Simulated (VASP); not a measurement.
Input of a VASP 6.6.1 run:

Contents of INCAR:

```
SYSTEM = Si
ALGO = Normal
EDIFF = 1E-6
ENCUT = 520
ISIF = 2
ISMEAR = 0
LASPH = .TRUE.
LCHARG = .FALSE.
LREAL = .FALSE.
LWAVE = .FALSE.
NBANDS = 11
NELM = 80
PREC = Accurate
SIGMA = 0.15
```

KPOINTS

```
k-points
0
G
  21 21 10
  0 0 0
```

The input POSCAR:

```
Si
1.0
    2.5322986339      0.0000000000      0.0000000000
   -1.2661493170      2.1930349470      0.0000000000
    0.0000000000      0.0000000000      4.2809558065
Si
2
Direct
    0.3333333333      0.6666666667      0.2500000000
    0.6666666667      0.3333333333      0.7500000000
```

Potentials or basis: VASP PAW LDA potentials, release 64 (Si).

Run with:

```sh
$ cat potpaw_LDA.64/Si/POTCAR > POTCAR
$ mpirun -np 1 vasp_std > vasp.out
```

Problem. What does it give for the pressure?

Solution. 19.9 GPa.

Problem. Estimate the band gap on the k mesh.

Solution. Zero (band 4 reaches 23.25 eV, above the bottom of band 5 at 8.94 eV).

Stress tensor (GPa, compression positive):
```
19.56  0.00  0.00
 0.00 19.56  0.00
 0.00  0.00 20.50
```

Caveat: the cell differs from its parent crystal (strain -0.050 along x and y, -0.050 along z).
